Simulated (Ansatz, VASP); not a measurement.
## One calculation of WS2, two programs

INCAR

```
ALGO = Normal ; EDIFF = 1E-6
ENCUT = 520 ; GGA = PS
ISIF = 2 ; ISMEAR = 0
LASPH = True ; LCHARG = True
LELF = True ; LREAL = False
LVHAR = True ; LWAVE = False
NBANDS = 20 ; NELM = 60
PREC = Accurate ; SIGMA = 0.05
```

Contents of KPOINTS:

```
k-points
0
Gamma
  12 12 12
```

POSCAR

```
WS2
1.0
    1.5790003843      0.9116362969      6.1633300000
   -1.5790003843      0.9116362969      6.1633300000
    0.0000000000     -1.8232725938      6.1633300000
W S
1 2
Direct
    0.0000000000      0.0000000000      0.0000000000
    0.7503000000      0.7503000000      0.7503000000
    0.6175642893      0.6175642893      0.5078714213
```

Input for Ansatz:

```yaml
crystal:
  lattice:
    - [1.5790003843, 0.9116362969, 6.16333]
    - [-1.5790003843, 0.9116362969, 6.16333]
    - [0.0, -1.8232725938, 6.16333]
  atoms:
    - { symbol: W, position: [0.0, 0.0, 0.0] }
    - { symbol: S, position: [0.7503, 0.7503, 0.7503] }
    - { symbol: S, position: [0.6175642893, 0.6175642893, 0.5078714213] }
basis:
  ecutwfc: 420
kpoints:
  mp_grid: { grid: [12, 12, 12] }
hamiltonian:
  xc: pbesol
scf:
  occupations: { method: gaussian, width: 0.05 }
output:
  forces: true
  stress: true
  eigenvalues: true
```

Alike in both runs: task single point; functional PBEsol; k mesh 12 × 12 × 12; occupations gaussian, width 0.05 eV; no spin polarisation.

|  | VASP | Ansatz |
| --- | --- | --- |
| version | VASP 6.6.1 | Ansatz 0.2.0 |
| potentials or method | VASP PAW PBE potentials, release 64 (W_sv, S), cutoff 520 eV | scalar-relativistic, plane waves, PAW |
| valence electrons in the cell | 26 | 26 |

|  | VASP | Ansatz | Ansatz less VASP |
| --- | --- | --- | --- |
| gap on the k mesh at the Fermi level (eV) | 0.90 | 0.88 | -0.016 |
| least direct gap on the mesh (eV) | 1.67 | 1.66 | -0.014 |
| pressure (GPa) | 1.0 | 0.9 | -0.11 |
| traceless stress, the component that is largest in VASP (GPa) | 10.38 | 10.37 | -0.017 |
| rms of the force components (eV/Å) | 1.066 | 1.064 | -0.0020 |

VASP's potentials were made for PBE, not for PBEsol. Atom by atom the forces differ by 0.009 eV/Å (rms over components). With one functional, cell and mesh, what is left measures potentials, basis and numerics.

Spin-orbit coupling is off throughout.
